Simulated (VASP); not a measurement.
Input of a VASP 6.6.1 run:

File INCAR:

```
PREC = Accurate
ENCUT = 520
EDIFF = 1E-6
ISMEAR = 0
SIGMA = 0.02
LREAL = F
LASPH = T
NELM = 60
ALGO = Normal
ISIF = 2
LWAVE = F
LCHARG = F
GGA = PE
NBANDS = 26
```

File KPOINTS:

```
regular mesh
0
Gamma
  8 8 8
```

File POSCAR:

```
ZnO
1.0
    3.8478860146      0.0000000000      0.0000000000
    0.0000000000      3.8478860146      0.0000000000
    0.0000000000      0.0000000000      3.5259832421
Zn O
2 2
Direct
    0.0000000000      0.0000000000      0.5000000000
    0.5000000000      0.5000000000      0.5000000000
    0.0000000000      0.5000000000      0.6846645757
    0.5000000000      0.0000000000      0.3153354243
```

Potentials or basis: VASP PAW PBE potentials, release 64 (Zn, O).

Launch:

```console
$ cat potpaw_PBE.64/Zn/POTCAR potpaw_PBE.64/O/POTCAR > POTCAR
$ mpirun -np 1 vasp_std > vasp.out
```

Question: What does it give for the largest force?

Answer: 0.068 eV/Å.

Question: What does it give for the band gap on the k mesh?

Answer: 1.05 eV, indirect (least direct gap 1.09 eV).

Question: What does it give for the pressure?

Answer: 0.9 GPa.

Forces on the atoms (eV/Å):
```
Zn   0.000  0.000  0.000
Zn   0.000  0.000  0.000
O    0.000  0.000  0.068
O    0.000  0.000 -0.068
```

A k mesh can miss the band edges. Expect the measured gap to be larger: semilocal functionals such as PBE lack the derivative discontinuity.
